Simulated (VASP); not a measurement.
Input of a VASP 6.6.1 run:

The input INCAR:

```
SYSTEM = HfIn4SiO6
  PREC = Accurate
  ENCUT = 520
  EDIFF = 1E-6
  ISMEAR = -1
  SIGMA = 0.05
  LREAL = .FALSE.
  LASPH = .TRUE.
  NELM = 100
  ALGO = Normal
  ISIF = 2
  LWAVE = .FALSE.
  LCHARG = .TRUE.
  GGA = PE
  LELF = .TRUE.
  LVHAR = .TRUE.
  NBANDS = 63
```

The input KPOINTS:

```
regular mesh
0
G
  4 4 3
  0 0 0
```

POSCAR

```
HfIn4SiO6
1.0
    2.7160300000     -4.7033200000      0.0044800000
    2.7160300000      4.7033200000      0.0044800000
   -1.8630900000      0.0000000000      7.4041500000
Hf In Si O
1 4 1 6
Direct
    0.2048000000      0.7952000000      0.0000000000
    0.3713900000      0.6286100000      0.5000000000
    0.5381200000      0.4618800000      0.0000000000
    0.0350000000      0.9650000000      0.5000000000
    0.7090700000      0.2909300000      0.5000000000
    0.8714600000      0.1285400000      0.0000000000
    0.1074100000      0.0691800000      0.8666700000
    0.9308200000      0.8925900000      0.1333300000
    0.8397500000      0.3782000000      0.8666900000
    0.6218000000      0.1602500000      0.1333100000
    0.1981300000      0.4689100000      0.1333800000
    0.5310900000      0.8018700000      0.8666200000
```

Potentials or basis: VASP PAW PBE potentials, release 64 (Hf_pv, In_d, Si, O).

Run with:

```console
$ cat potpaw_PBE.64/Hf_pv/POTCAR potpaw_PBE.64/In_d/POTCAR potpaw_PBE.64/Si/POTCAR potpaw_PBE.64/O/POTCAR > POTCAR
$ mpirun -np 1 vasp_std > vasp.out
```

(1) Estimate the pressure.

(2) Estimate the band gap on the k mesh.

(3) What does it give for the largest force?

Answers

(1) -0.8 GPa.

(2) zero (bands 51 and 52 overlap by 1.16 eV).

(3) 0.171 eV/Å.

Caveat: spin-orbit coupling is left out, which moves the levels of the heavy elements.
